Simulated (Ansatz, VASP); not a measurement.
**Mg in VASP and in Ansatz**

INCAR

```
SYSTEM = Mg
PREC = Accurate ; ENCUT = 520
EDIFF = 1E-6 ; ISMEAR = 0
SIGMA = 0.1 ; LREAL = .FALSE.
LASPH = .TRUE. ; NELM = 100
ALGO = Normal ; ISIF = 2
LWAVE = .FALSE. ; LCHARG = .FALSE.
GGA = PE ; NBANDS = 9
```

KPOINTS

```
regular mesh
0
G
  15 15 8
  0 0 0
```

The input POSCAR:

```
Mg
1.0
    3.2093000000      0.0000000000      0.0000000000
   -1.6046500000      2.7793353284      0.0000000000
    0.0000000000      0.0000000000      5.2103000000
Mg
2
Direct
    0.3333333333      0.6666666667      0.2500000000
    0.6666666667      0.3333333333      0.7500000000
```

Input for Ansatz:

```yaml
crystal:
  lattice:
    - [3.2093, 0.0, 0.0]
    - [-1.60465, 2.7793353284, 0.0]
    - [0.0, 0.0, 5.2103]
  atoms:
    - { symbol: Mg, position: [0.3333333333, 0.6666666667, 0.25] }
    - { symbol: Mg, position: [0.6666666667, 0.3333333333, 0.75] }
basis:
  ecutwfc: 420
kpoints:
  mp_grid: { grid: [15, 15, 8] }
hamiltonian:
  xc: pbe
scf:
  occupations: { method: gaussian, width: 0.1 }
output:
  forces: true
  stress: true
  eigenvalues: true
  populations: true
  write_density: true
  write_potential: true
  elf: true
  volumetric_format: npy
```

Alike in both runs: task single point; functional PBE; k mesh 15 × 15 × 8; occupations gaussian, width 0.1 eV; no spin polarisation.

|  | VASP | Ansatz |
| --- | --- | --- |
| version | VASP 6.6.1 | Ansatz 0.2.0 |
| potentials or method | VASP PAW PBE potentials, release 64 (Mg), cutoff 520 eV | scalar-relativistic, plane waves, PAW |
| valence electrons in the cell | 4 | 20 |

VASP gave:

| Property | Result |
| --- | --- |
| gap on the k mesh at the Fermi level (eV) | none |
| pressure (GPa) | -0.6 |
| traceless stress, the component that is largest in VASP (GPa) | -0.48 |

**Question.** What did Ansatz give for the same quantities?

**Answer.** gap on the k mesh at the Fermi level (eV): none; pressure (GPa): -0.5; traceless stress, the component that is largest in VASP (GPa): -0.48.

A gap of «none» marks a metal or a gap that the smearing closes. With one functional, cell and mesh, what is left measures potentials, basis and numerics. VASP's potentials hold 4 valence electrons a cell and Ansatz's 20, so a difference there can come from the potentials and not from the codes.
